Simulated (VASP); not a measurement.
Write the native input for VASP 6.6.1 that does the following.

```
Task                   : single point
Functional             : PBE
Dispersion             : D3(BJ)
Potentials or basis    : VASP PAW PBE potentials, release 64 (W_sv, Se)
Cutoff                 : 520 eV
k mesh                 : 12 × 12 × 2
Occupations            : gaussian, width 0.05 eV
Spin                   : no spin polarisation
Dipole correction      : no
Further INCAR settings : ALGO = Normal; EDIFF = 1e-06; NBANDS = 35
```

The structure of WSe2 lies in POSCAR:

```
WSe2
1.0
    3.2899984505      0.0000000000      0.0000000000
   -1.6449992252      2.8492222365      0.0000000000
    0.0000000000      0.0000000000     12.9700000000
W Se
2 4
Direct
    0.3333333333      0.6666666667      0.2500000000
    0.6666666667      0.3333333333      0.7500000000
    0.3333333333      0.6666666667      0.6210000000
    0.6666666667      0.3333333333      0.1210000000
    0.3333333333      0.6666666667      0.8790000000
    0.6666666667      0.3333333333      0.3790000000
```

These files were run (other wordings do the same):

INCAR

```
ALGO = Normal
EDIFF = 1E-6
ENCUT = 520
GGA = PE
ISIF = 2
ISMEAR = 0
IVDW = 12
LASPH = T
LCHARG = F
LREAL = F
LWAVE = F
NBANDS = 35
NELM = 80
PREC = Accurate
SIGMA = 0.05
```

KPOINTS

```
k-points
0
Gamma
  12 12 2
```

Potentials or basis: VASP PAW PBE potentials, release 64 (W_sv, Se).

Run with:

```sh
$ cat potpaw_PBE.64/W_sv/POTCAR potpaw_PBE.64/Se/POTCAR > POTCAR
$ mpirun -np 1 vasp_std > vasp.out
```

Results of the run:

| Property | Result |
| --- | --- |
| Pressure | 0.2 GPa |
| Largest force | 0.222 eV/Å |
| Band gap on the k mesh | 0.97 eV (least direct gap 1.52 eV) |
| Dispersion energy per atom | -0.465 eV |

Caveat: spin-orbit coupling is left out, which moves the levels of the heavy elements.

It took 3.2 min on 1 thread of Intel Xeon 8259CL, with other jobs on the host, peak memory 0.31 GiB.
